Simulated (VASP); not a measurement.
# AlPt (Pm-3m) in VASP: a series of runs, part 3 of 3

VASP 6.6.1.

## 6. Electric field gradients, r2SCAN (15.51 Å³/atom)

This run uses another cell than the first one, of 15.51 Å³/atom.

POSCAR reads:

```
AlPt
1.0
    3.1422360913      0.0000000000      0.0000000000
    0.0000000000      3.1422360913      0.0000000000
    0.0000000000      0.0000000000      3.1422360913
Al Pt
1 1
Direct
    0.0000000000      0.0000000000      0.0000000000
    0.5000000000      0.5000000000      0.5000000000
```

INCAR.step1 reads:

```
SYSTEM = AlPt
  PREC = Accurate
  ENCUT = 520
  ISMEAR = -1
  SIGMA = 0.03
  LREAL = .False.
  LASPH = .True.
  NELM = 80
  NBANDS = 14
  GGA = PE
  ALGO = Normal
  EDIFF = 1E-4
  LWAVE = .True.
  LCHARG = .False.
```

INCAR.step2 reads:

```
SYSTEM = AlPt
  PREC = Accurate
  ENCUT = 520
  EDIFF = 1E-8
  ISMEAR = -1
  SIGMA = 0.03
  LREAL = .False.
  LASPH = .True.
  NELM = 80
  ALGO = Normal
  ISIF = 2
  LWAVE = .False.
  LCHARG = .False.
  METAGGA = R2SCAN
  LMIXTAU = .True.
  LEFG = .True.
  NBANDS = 14
  ISTART = 1
```

KPOINTS reads:

```
regular mesh
0
Gamma
  11 11 11
  0 0 0
```

Potentials or basis: VASP PAW PBE potentials, release 64 (Al, Pt).

On the command line:

```bash
$ cat potpaw_PBE.64/Al/POTCAR potpaw_PBE.64/Pt/POTCAR > POTCAR
$ cp INCAR.step1 INCAR
$ mpirun -np 1 vasp_std > vasp.out
$ cp INCAR.step2 INCAR
$ mpirun -np 1 vasp_std > vasp.out
```

OUTCAR:

```text
SYSTEM = AlPt
   PREC = Accurate
   ENCUT = 520
   EDIFF = 1E-8
   ISMEAR = -1
   LREAL = .False.
   LASPH = .True.
   NELM = 80
   ISIF = 2
   METAGGA = R2SCAN
   ISTART = 1

 ion  position               nearest neighbor table
   1  0.000  0.000  0.000-   2 2.72   2 2.72   2 2.72   2 2.72   2 2.72   2 2.72   2 2.72   2 2.72

   2  0.500  0.500  0.500-   1 2.72   1 2.72   1 2.72   1 2.72   1 2.72   1 2.72   1 2.72   1 2.72

  LATTYP: Found a simple cubic cell.
 ALAT       =     3.1422360913

  Lattice vectors:

 A1 = (   3.1422360913,   0.0000000000,   0.0000000000)
 A2 = (   0.0000000000,   3.1422360913,   0.0000000000)
 A3 = (   0.0000000000,   0.0000000000,   3.1422360913)

Analysis of symmetry for initial positions (statically):
=====================================================================
 Subroutine PRICEL returns:
 Original cell was already a primitive cell.

 Routine SETGRP: Setting up the symmetry group for a
 simple cubic supercell.

 Subroutine GETGRP returns: Found 48 space group operations
 (whereof 48 operations were pure point group operations)
 out of a pool of 48 trial point group operations.

The static configuration has the point symmetry O_h .

Analysis of symmetry for dynamics (positions and initial velocities):
=====================================================================
 Subroutine PRICEL returns:
 Original cell was already a primitive cell.

 Routine SETGRP: Setting up the symmetry group for a
 simple cubic supercell.

 Subroutine GETGRP returns: Found 48 space group operations
 (whereof 48 operations were pure point group operations)
 out of a pool of 48 trial point group operations.

The dynamic configuration has the point symmetry O_h .

 Subroutine INISYM returns: Found 48 space group operations
 (whereof 48 operations are pure point group operations),
 and found     1 'primitive' translations

----------------------------------------------------------------------------------------

                                     Primitive cell

  volume of cell :      31.0253

  direct lattice vectors                    reciprocal lattice vectors
     3.142236091  0.000000000  0.000000000     0.318244706  0.000000000  0.000000000
     0.000000000  3.142236091  0.000000000     0.000000000  0.318244706  0.000000000
     0.000000000  0.000000000  3.142236091     0.000000000  0.000000000  0.318244706

  length of vectors
     3.142236091  3.142236091  3.142236091     0.318244706  0.318244706  0.318244706

  position of ions in fractional coordinates (direct lattice)
     0.000000000  0.000000000  0.000000000
     0.500000000  0.500000000  0.500000000

  ion indices of the primitive-cell ions
   primitive index   ion index
                 1           1
                 2           2

----------------------------------------------------------------------------------------

 KPOINTS: regular mesh

Automatic generation of k-mesh.
 Grid dimensions read from file:
 generate k-points for:   11   11   11

 Generating k-lattice:

  Cartesian coordinates                     Fractional coordinates (reciprocal lattice)
[... 75 lines left out ...]
   ISMEAR =    -1;   SIGMA  =   0.03  broadening in eV -4-tet -1-fermi 0-gaus
   EFERMI_NEDOS =   21; number of points for ismear=-14 and -15
   IALGO  =     38    algorithm
   IMIX   =      4    mixing-type and parameters
     AMIX     =   0.40;   BMIX     =  1.00
     AMIX_MAG =   1.60;   BMIX_MAG =  1.00
  volume/ion in A,a.u.               =      15.51       104.68
  Fermi-wavevector in a.u.,A,eV,Ry     =   1.225041  2.314991 20.418595  1.500724
  Thomas-Fermi vector in A             =   2.360093
   LORBIT       =      0    0 simple, 1 ext, 2 COOP (PROOUT), +10 PAW based schemes
   METAGGA = R2SCAN    functional components
   LHFCALC =     F    Hartree Fock is set to
   AEXX    =    0.0000 exact exchange contribution
   IVDW    =     0    specifies the selected vdW correction
   LEPSILON=     F    determine dielectric tensor
   LRPA    =     F    only Hartree local field effects (RPA)
 non-spin polarized calculation
  energy-cutoff  :      520.00
  volume of cell :       31.03
 maximum number of plane-waves:       851
 NGX is ok and might be reduce to    24
   NGX = 11   NGY = 11   NGZ = 11

 number of electron      13.0000003 magnetization

 Free energy of the ion-electron system (eV)
  ---------------------------------------------------
  ext. energy  EPLUGINS =         0.00000000
  ---------------------------------------------------
  free energy    TOTEN  =       -60.13464436 eV

  energy without entropy =      -60.13269580  energy(sigma->0) =      -60.13367008

 E-fermi :   9.9277     XC(G=0): -12.8637

 val. band max:        9.8425529729   @ k =   0.4545   0.4545   0.3636
 cond. band min:       9.9552773658   @ k =   0.3636   0.2727   0.0909
 fundamental gap:      0.1127243929
 Fermi energy:         9.9276763862

 k-point     1 :       0.0000    0.0000    0.0000
  band No.  band energies     occupation
      1      -1.7689      2.00000
      2       4.4393      2.00000
      3       4.4393      2.00000
      4       7.2867      2.00000
      5       7.2867      2.00000
      6       7.2867      2.00000
      7      13.9917      0.00000
      8      13.9917      0.00000
      9      13.9917      0.00000
     10      19.1600      0.00000
     11      19.1600      0.00000
     12      19.8290      0.00000
     13      28.4607      0.00000
     14      28.4607      0.00000
[... 377 lines left out ...]
      1      -0.1590      2.00000
      2       4.5870      2.00000
      3       4.8553      2.00000
      4       6.2669      2.00000
      5       6.3322      2.00000
      6       7.1367      2.00000
      7      10.4047      0.00000
      8      15.0012      0.00000
      9      15.1314      0.00000
     10      18.6345      0.00000
     11      21.3142      0.00000
     12      22.5468      0.00000
     13      23.7463      0.00000
     14      25.6046      0.00000

 [... further k-points ...]
[... 5 lines left out ...]
  --------------------------------------------------------------------------------------
  -------------------------------------------------------------------------------------
  Total       -2.4902694     -2.4902694     -2.4902694      0.0000000      0.0000000      0.0000000
  in kB     -128.5998551   -128.5998551   -128.5998551      0.0000000      0.0000000      0.0000000
  external PRESSURE =    -128.5998551 kB  Pullay stress =       0.0000000 kB

 VOLUME and BASIS-vectors are now :
 -----------------------------------------------------------------------------
  energy-cutoff  :      520.00
  volume of cell :       31.03
      direct lattice vectors                 reciprocal lattice vectors
     3.142236091  0.000000000  0.000000000     0.318244706  0.000000000  0.000000000
     0.000000000  3.142236091  0.000000000     0.000000000  0.318244706  0.000000000
     0.000000000  0.000000000  3.142236091     0.000000000  0.000000000  0.318244706

 POSITION                                       TOTAL-FORCE (eV/Angst)
 -----------------------------------------------------------------------------------
      0.00000      0.00000      0.00000         0.000000      0.000000      0.000000
      1.57112      1.57112      1.57112         0.000000      0.000000      0.000000
 -----------------------------------------------------------------------------------
    total drift:                                0.000000     -0.000000     -0.000000

  FREE ENERGIE OF THE ION-ELECTRON SYSTEM (eV)
  ---------------------------------------------------
  free  energy   TOTEN  =       -60.1346443622 eV

  energy  without entropy=      -60.1326957993  energy(sigma->0) =      -60.13367008

 Electric field gradients (V/A^2)
---------------------------------------------------------------------
 ion       V_xx      V_yy      V_zz      V_xy      V_xz      V_yz
---------------------------------------------------------------------
   1       0.000     0.000    -0.000     0.000    -0.000    -0.000
   2       0.000     0.000    -0.000    -0.000     0.000    -0.000
---------------------------------------------------------------------

 Electric field gradients after diagonalization (V/A^2)
 (convention: |V_zz| > |V_xx| > |V_yy|)
----------------------------------------------------------------------
 ion       V_xx      V_yy      V_zz     asymmetry (V_yy - V_xx)/ V_zz
----------------------------------------------------------------------
   1       0.000     0.000    -0.000       0.144
   2       0.000     0.000    -0.000       0.254
----------------------------------------------------------------------

           NMR quadrupolar parameters

 Cq : quadrupolar parameter    Cq=e*Q*V_zz/h
 eta: asymmetry parameters     (V_yy - V_xx)/ V_zz
 Q  : nuclear electric quadrupole moment in mb (millibarn)
----------------------------------------------------------------------
 ion       Cq(MHz)       eta       Q (mb)
----------------------------------------------------------------------
   1      -0.000       0.144       1.000
   2      -0.000       0.254       1.000
----------------------------------------------------------------------
```

It took 2.3 min on 1 thread of Intel Xeon 8259CL, shared host; peak memory 0.16 GiB.

Results:

* Free energy: -60.1346 eV
* Pressure: -12.9 GPa
* Band gap on the k mesh: zero (an odd number of electrons rules out a gap without spin polarisation)
* Largest electric field gradient by atom: zero within the noise of the run

Caveat: the cell stands under tension; the PAW data sets were made with another functional, which shifts forces and pressure a little; spin-orbit coupling is left out, which moves the levels of the heavy elements.

## 7. The runs side by side

| cell | gap on the mesh (eV) | pressure (GPa) |
| --- | --- | --- |
| a = 3.039 Å, 2 atoms | none | 5.7 |
| a = 3.066 Å, 2 atoms | none | 0.0 |
| a = 3.092 Å, 2 atoms | none | -5.0 |
| a = 3.117 Å, 2 atoms | none | -9.2 |
| a = 3.142 Å, 2 atoms | none | -12.9 |

Alike in all rows: task electric field gradients; level r2SCAN; potentials or basis VASP PAW PBE potentials, release 64 (Al, Pt); no spin polarisation; k mesh 11 × 11 × 11; cutoff (eV) 520; smearing fermi-dirac 0.03 eV.

Caveats: the PAW data sets were made with another functional, which shifts forces and pressure a little; spin-orbit coupling is left out, which moves the levels of the heavy elements; the cell stands under tension (at least some runs); the cell stands under pressure (at least some runs).

Total energies depend on the potentials used, so only differences within one code and one set of settings carry meaning.
